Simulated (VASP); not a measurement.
**Co: single point with PBE**

The system is Co.

```
CELL_PARAMETERS angstrom
2.47056 0.00000 0.00000
-1.23528 2.13957 0.00000
0.00000 0.00000 8.08823
ATOMIC_POSITIONS crystal
Co 0.00000 0.00000 0.00000
Co 0.33333 0.66667 0.25000
Co 0.00000 0.00000 0.50000
Co 0.66667 0.33333 0.75000
```

```yaml
Program: VASP 6.6.1
Task: single point
Functional: PBE
Potentials_or_basis: VASP PAW PBE potentials, release 64 (Co)
Cutoff: 520 eV
k_mesh: 10 × 10 × 3
Occupations: methfessel-paxton, width 0.15 eV
Spin: collinear spin, ferromagnetic start
Starting_moments: "[2.5, 2.5, 2.5, 2.5] μB"
```

- Pressure: 4.1 GPa
- Net moment: 6.67 μB per cell
- Site moments: Co +1.68, +1.69 (each value once) μB
- Valence electrons inside the program's atomic spheres: Co 8.30

Stress tensor (GPa, compression positive):
```
5.23 0.00 0.00
0.00 5.23 0.00
0.00 0.00 1.91
```

Levels at points of the mesh, in eV from the Fermi level:
Spin up:
| k point | band 20 | band 21 | band 22 | band 23 | band 24 | band 25 |
| --- | --- | --- | --- | --- | --- | --- |
| (0.00, 0.00, 0.00) | -1.21 | -1.21 | -0.81 | -0.81 | -0.28 | 6.24 |
| (0.50, 0.00, 0.00) | -0.54 | 0.28 | 1.39 | 2.49 | 3.13 | 7.05 |
Spin down:
```
           k point  band 11  band 12  band 13  band 14  band 15  band 16  band 17  band 18
(0.00, 0.00, 0.00)    -1.11    -0.83    -0.83    -0.79    -0.79    -0.32     0.09     0.09
(0.50, 0.00, 0.00)    -0.80    -0.08    -0.04     0.53     1.23     1.25     1.26     1.28
```

Wall time 120 s on 1 thread of Intel Xeon 8259CL (shared host), peak memory 0.19 GiB.

Caveat: the cell stands under pressure.
